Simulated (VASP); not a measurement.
# As (P6_3/mmc) in VASP: further runs

Runs on As. Level: PBEsol. Tasks: single point, relaxation of shape and atoms at fixed volume.

Program: VASP 6.6.1. These are calculated values, not measurements. Logs are shortened: lines on timing, memory, paths and dates and some standing lists are left out, and cuts for length are marked.

## Step 1: The cell of the first run

Symmetry: P6_3/mmc, No. 194, hexagonal system. The conventional cell has a = 2.278 Å, b = 2.278 Å, c = 3.521 Å, α = 90.00°, β = 90.00°, γ = 120.00°. Within 2.9 Å of As (site symmetry -6m2) lie 12 As at 2.20 to 2.28 Å.

This isn't the form of As at room conditions, which is rhombohedral.

## Step 2: Single point, PBEsol

Input file INCAR:

```
SYSTEM = As
ALGO = Normal ; EDIFF = 1E-6
ENCUT = 510 ; GGA = PS
GGA_COMPAT = .False. ; ISIF = 2
ISMEAR = -1 ; LASPH = .True.
LCHARG = .False. ; LREAL = .False.
LWAVE = .False. ; NBANDS = 22
NELM = 120 ; PREC = Accurate
SIGMA = 0.08
```

Input file KPOINTS:

```
k-points
0
Gamma
  14 14 8
  0 0 0
```

Input file POSCAR:

```
As
1.0
    2.2782304875      0.0000000000      0.0000000000
   -1.1391152438      1.9730054779      0.0000000000
    0.0000000000      0.0000000000      3.5207501021
As
2
Direct
    0.3333333333      0.6666666667      0.2500000000
    0.6666666667      0.3333333333      0.7500000000
```

Potentials or basis: VASP PAW PBE potentials, release 64 (As_d).

Run with:

```console
$ cat potpaw_PBE.64/As_d/POTCAR > POTCAR
$ mpirun -np 1 vasp_std > vasp.out
```

OUTCAR:

```text
SYSTEM = As
   EDIFF = 1E-6
   ENCUT = 510
   GGA = PS
   ISIF = 2
   ISMEAR = -1
   LASPH = .True.
   LREAL = .False.
   NELM = 120
   PREC = Accurate

 ion  position               nearest neighbor table
   1  0.333  0.667  0.250-   2 2.20   2 2.20   2 2.20   2 2.20   2 2.20   2 2.20
   2  0.667  0.333  0.750-   1 2.20   1 2.20   1 2.20   1 2.20   1 2.20   1 2.20

  LATTYP: Found a hexagonal cell.
 ALAT       =     2.2782304875
 C/A-ratio  =     1.5453880200

  Lattice vectors:

 A1 = (   2.2782304875,   0.0000000000,   0.0000000000)
 A2 = (  -1.1391152438,   1.9730054779,   0.0000000000)
 A3 = (   0.0000000000,   0.0000000000,   3.5207501021)

Analysis of symmetry for initial positions (statically):
=====================================================================
 Subroutine PRICEL returns:
 Original cell was already a primitive cell.

 Routine SETGRP: Setting up the symmetry group for a
 hexagonal supercell.

 Subroutine GETGRP returns: Found 24 space group operations
 (whereof 12 operations were pure point group operations)
 out of a pool of 24 trial point group operations.

The static configuration has the point symmetry D_3d.
 The point group associated with its full space group is D_6h.

Analysis of symmetry for dynamics (positions and initial velocities):
=====================================================================
 Subroutine PRICEL returns:
 Original cell was already a primitive cell.

 Routine SETGRP: Setting up the symmetry group for a
 hexagonal supercell.

 Subroutine GETGRP returns: Found 24 space group operations
 (whereof 12 operations were pure point group operations)
 out of a pool of 24 trial point group operations.

The dynamic configuration has the point symmetry D_3d.
 The point group associated with its full space group is D_6h.

 Subroutine INISYM returns: Found 24 space group operations
 (whereof 12 operations are pure point group operations),
 and found     1 'primitive' translations

----------------------------------------------------------------------------------------

                                     Primitive cell

  volume of cell :      15.8256

  direct lattice vectors                    reciprocal lattice vectors
     2.278230488  0.000000000  0.000000000     0.438937151  0.253420482  0.000000000
    -1.139115244  1.973005478  0.000000000     0.000000000  0.506840965  0.000000000
     0.000000000  0.000000000  3.520750102     0.000000000  0.000000000  0.284030383

  length of vectors
     2.278230488  2.278230488  3.520750102     0.506840965  0.506840965  0.284030383

  position of ions in fractional coordinates (direct lattice)
     0.333333333  0.666666667  0.250000000
     0.666666667  0.333333333  0.750000000

  ion indices of the primitive-cell ions
   primitive index   ion index
                 1           1
                 2           2

----------------------------------------------------------------------------------------

 KPOINTS: k-points

Automatic generation of k-mesh.
 Grid dimensions read from file:
 generate k-points for:   14   14    8

 Generating k-lattice:

  Cartesian coordinates                     Fractional coordinates (reciprocal lattice)
     0.031352654  0.018101463  0.000000000     0.071428571 -0.000000000  0.000000000
     0.000000000  0.036202926  0.000000000     0.000000000  0.071428571  0.000000000
     0.000000000  0.000000000  0.035503798     0.000000000  0.000000000  0.125000000

  Length of vectors
     0.036202926  0.036202926  0.035503798

  Shift w.r.t. Gamma in fractional coordinates (k-lattice)
     0.000000000  0.000000000  0.000000000

 Subroutine IBZKPT returns following result:
 ===========================================

 Found    120 irreducible k-points:

 Following reciprocal coordinates:
            Coordinates               Weight
  0.000000  0.000000  0.000000      1.000000
  0.071429 -0.000000  0.000000      6.000000
  0.142857  0.000000  0.000000      6.000000
  0.214286 -0.000000  0.000000      6.000000
  0.285714 -0.000000  0.000000      6.000000
  0.357143  0.000000  0.000000      6.000000
[... 16 lines left out ...]
  0.285714  0.285714  0.000000      6.000000
  0.357143  0.285714  0.000000      6.000000
 [... further k-points ...]
   k-points           NKPTS =    120   k-points in BZ     NKDIM =    120   number of bands    NBANDS=     22
   number of dos      NEDOS =    301   number of ions     NIONS =      2
   total plane-waves  NPLWV =   9072
   dimension x,y,z NGX =    18 NGY =   18 NGZ =   28
   dimension x,y,z NGXF=    36 NGYF=   36 NGZF=   56
   ions per type =               2
   NGX,Y,Z   is equivalent  to a cutoff of  13.13, 13.13, 13.22 a.u.
   NGXF,Y,Z  is equivalent  to a cutoff of  26.27, 26.27, 26.44 a.u.
 SYSTEM =  As
   PREC   = accura    normal or accurate (medium, high low for compatibility)
   ISTART =      0    job   : 0-new  1-cont  2-samecut
   ICHARG =      2    charge: 1-file 2-atom 10-const
   ISPIN  =      1    spin polarized calculation?
   LNONCOLLINEAR =      F non collinear calculations
   LSORBIT =      F    spin-orbit coupling
   LASPH  =      T    aspherical Exc in radial PAW
   ENCUT  =  510.0 eV  37.48 Ry    6.12 a.u.   4.20  4.20  6.48*2*pi/ulx,y,z
   NELM   =    120;   NELMIN=  2; NELMDL= -5     # of ELM steps
   EDIFF  = 0.1E-05   stopping-criterion for ELM
   LREAL  =      F    real-space projection
   EDIFFG = 0.1E-04   stopping-criterion for IOM
   NSW    =      0    number of steps for IOM
   IBRION =     -1    ionic relax: 0-MD 1-quasi-New 2-CG
   NFREE  =      0    steps in history (QN), initial steepest desc. (CG)
   ISIF   =      2    stress and relaxation
   ISYM   =      2    0-nonsym 1-usesym 2-fastsym
   POTIM  = 0.5000    time-step for ionic-motion
   TEBEG  =    0.0;   TEEND  =   0.0 temperature during run
   PSTRESS=    0.0 pullay stress
   NELECT =      30.0000    total number of electrons
   NUPDOWN=      -1.0000    fix difference up-down
   EMIN   =  10.00;   EMAX   =-10.00  energy-range for DOS
   EFERMI =   0.00;   METHOD = LEGACY
   ISMEAR =    -1;   SIGMA  =   0.08  broadening in eV -4-tet -1-fermi 0-gaus
   EFERMI_NEDOS =   21; number of points for ismear=-14 and -15
   IALGO  =     38    algorithm
   IMIX   =      4    mixing-type and parameters
     AMIX     =   0.40;   BMIX     =  1.00
     AMIX_MAG =   1.60;   BMIX_MAG =  1.00
  volume/ion in A,a.u.               =       7.91        53.40
  Fermi-wavevector in a.u.,A,eV,Ry     =   2.026103  3.828780 55.853189  4.105094
  Thomas-Fermi vector in A             =   3.035181
   LORBIT       =      0    0 simple, 1 ext, 2 COOP (PROOUT), +10 PAW based schemes
   GGA     = PS    functional components
   LHFCALC =     F    Hartree Fock is set to
   AEXX    =    0.0000 exact exchange contribution
   IVDW    =     0    specifies the selected vdW correction
   LEPSILON=     F    determine dielectric tensor
   LRPA    =     F    only Hartree local field effects (RPA)
 non-spin polarized calculation
  energy-cutoff  :      510.00
  volume of cell :       15.83
 maximum number of plane-waves:       427
 NGX is ok and might be reduce to    18
   NGX =  9   NGY =  9   NGZ = 13

 number of electron      30.0000015 magnetization

 Free energy of the ion-electron system (eV)
  ---------------------------------------------------
  ext. energy  EPLUGINS =         0.00000000
  ---------------------------------------------------
  free energy    TOTEN  =         5.15830510 eV

  energy without entropy =        5.17033015  energy(sigma->0) =        5.16431762

 E-fermi :  16.7840     XC(G=0): -17.1293

 val. band max:       16.6660926504   @ k =   0.3571   0.0714   0.3750
 cond. band min:      16.7908808511   @ k =   0.4286   0.0714   0.1250
 fundamental gap:      0.1247882007
 Fermi energy:        16.7840330714

 k-point     1 :       0.0000    0.0000    0.0000
  band No.  band energies     occupation
      1     -21.3600      2.00000
      2     -21.1190      2.00000
      3     -21.1190      2.00000
      4     -21.1182      2.00000
      5     -21.0509      2.00000
      6     -21.0509      2.00000
[... 14 lines left out ...]
     21      37.8122      0.00000
     22      38.4733      0.00000

 k-point     2 :       0.0714   -0.0000    0.0000
  band No.  band energies     occupation
      1     -21.3493      2.00000
      2     -21.1635      2.00000
      3     -21.0955      2.00000
      4     -21.0693      2.00000
      5     -21.0619      2.00000
      6     -21.0610      2.00000
[... 14 lines left out ...]
     21      36.3000      0.00000
     22      36.5229      0.00000

 k-point     3 :       0.1429    0.0000    0.0000
  band No.  band energies     occupation
      1     -21.3403      2.00000
      2     -21.1906      2.00000
      3     -21.1003      2.00000
      4     -21.0924      2.00000
      5     -21.0490      2.00000
      6     -21.0297      2.00000
[... 14 lines left out ...]
     21      35.0719      0.00000
     22      35.3622      0.00000

 k-point     4 :       0.2143   -0.0000    0.0000
  band No.  band energies     occupation
      1     -21.3777      2.00000
      2     -21.1766      2.00000
      3     -21.1632      2.00000
      4     -21.1346      2.00000
      5     -21.0408      2.00000
      6     -20.9343      2.00000
[... 14 lines left out ...]
     21      34.3486      0.00000
     22      35.7672      0.00000

 k-point     5 :       0.2857   -0.0000    0.0000
  band No.  band energies     occupation
      1     -21.4409      2.00000
      2     -21.2426      2.00000
      3     -21.1782      2.00000
      4     -21.1676      2.00000
      5     -21.0084      2.00000
      6     -20.8288      2.00000
[... 14 lines left out ...]
     21      33.2137      0.00000
     22      35.8935      0.00000

 k-point     6 :       0.3571    0.0000    0.0000
  band No.  band energies     occupation
      1     -21.5007      2.00000
      2     -21.3209      2.00000
      3     -21.2152      2.00000
      4     -21.1804      2.00000
      5     -20.9618      2.00000
      6     -20.8744      2.00000
[... 14 lines left out ...]
     21      32.4114      0.00000
     22      35.7555      0.00000

 k-point     7 :       0.4286   -0.0000    0.0000
  band No.  band energies     occupation
      1     -21.5420      2.00000
      2     -21.3775      2.00000
      3     -21.2399      2.00000
      4     -21.1960      2.00000
      5     -20.9260      2.00000
      6     -20.9027      2.00000
[... 324 lines left out ...]
      6     -20.8966      2.00000
[... 14 lines left out ...]
     21      34.9402      0.00000
     22      42.3350      0.00000

 k-point    21 :       0.2857    0.2143    0.0000
  band No.  band energies     occupation
      1     -21.4323      2.00000
      2     -21.3209      2.00000
      3     -21.2021      2.00000
      4     -21.1609      2.00000
      5     -20.9435      2.00000
      6     -20.8915      2.00000
[... 14 lines left out ...]
     21      38.6578      0.00000
     22      44.0371      0.00000

 k-point    22 :       0.3571    0.2143    0.0000
  band No.  band energies     occupation
      1     -21.4669      2.00000
      2     -21.3411      2.00000
      3     -21.1494      2.00000
      4     -21.1383      2.00000
      5     -20.9756      2.00000
      6     -20.8854      2.00000
[... 14 lines left out ...]
     21      43.3587      0.00000
     22      43.9399      0.00000

 k-point    23 :       0.2857    0.2857    0.0000
  band No.  band energies     occupation
      1     -21.4758      2.00000
      2     -21.2282      2.00000
      3     -21.2022      2.00000
      4     -21.1250      2.00000
      5     -20.9955      2.00000
      6     -20.9132      2.00000
[... 14 lines left out ...]
     21      38.7036      0.00000
     22      46.6456      0.00000

 k-point    24 :       0.3571    0.2857    0.0000
  band No.  band energies     occupation
      1     -21.4912      2.00000
      2     -21.2234      2.00000
      3     -21.1439      2.00000
      4     -21.0973      2.00000
      5     -21.0288      2.00000
      6     -20.9716      2.00000
[... 14 lines left out ...]
     21      42.9479      0.00000
     22      43.3642      0.00000

 [... further k-points ...]
[... 5 lines left out ...]
  --------------------------------------------------------------------------------------
  -------------------------------------------------------------------------------------
  Total       46.5357248     46.5357248     46.4736779     -0.0000000      0.0000000      0.0000000
  in kB     4711.2474306   4711.2474308   4704.9658469     -0.0000001      0.0000000      0.0000000
  external PRESSURE =    4709.1535694 kB  Pullay stress =       0.0000000 kB

 VOLUME and BASIS-vectors are now :
 -----------------------------------------------------------------------------
  energy-cutoff  :      510.00
  volume of cell :       15.83
      direct lattice vectors                 reciprocal lattice vectors
     2.278230488  0.000000000  0.000000000     0.438937151  0.253420482  0.000000000
    -1.139115244  1.973005478  0.000000000     0.000000000  0.506840965  0.000000000
     0.000000000  0.000000000  3.520750102     0.000000000  0.000000000  0.284030383

 POSITION                                       TOTAL-FORCE (eV/Angst)
 -----------------------------------------------------------------------------------
     -0.00000      1.31534      0.88019        -0.000000     -0.000000      0.000000
      1.13912      0.65767      2.64056         0.000000      0.000000      0.000000
 -----------------------------------------------------------------------------------
    total drift:                                0.000000     -0.000000      0.000000

  FREE ENERGIE OF THE ION-ELECTRON SYSTEM (eV)
  ---------------------------------------------------
  free  energy   TOTEN  =         5.1583050975 eV

  energy  without entropy=        5.1703301464  energy(sigma->0) =        5.16431762
```

Wall time 16 s (1 thread of Intel Xeon 6975P-C (Granite Rapids), shared host); peak memory 0.14 GiB.

Results:

```
Free energy            : 5.1583 eV
Pressure               : 470.9 GPa
Band gap on the k mesh : zero (bands 15 and 16 overlap by 20.32 eV)
```

Caveat: the cell stands under pressure; the PAW data sets were made with another functional, which shifts forces and pressure a little.

[end of part 1 of 2]

The gap in the log of VASP goes by the Fermi energy; the results here count the filled bands.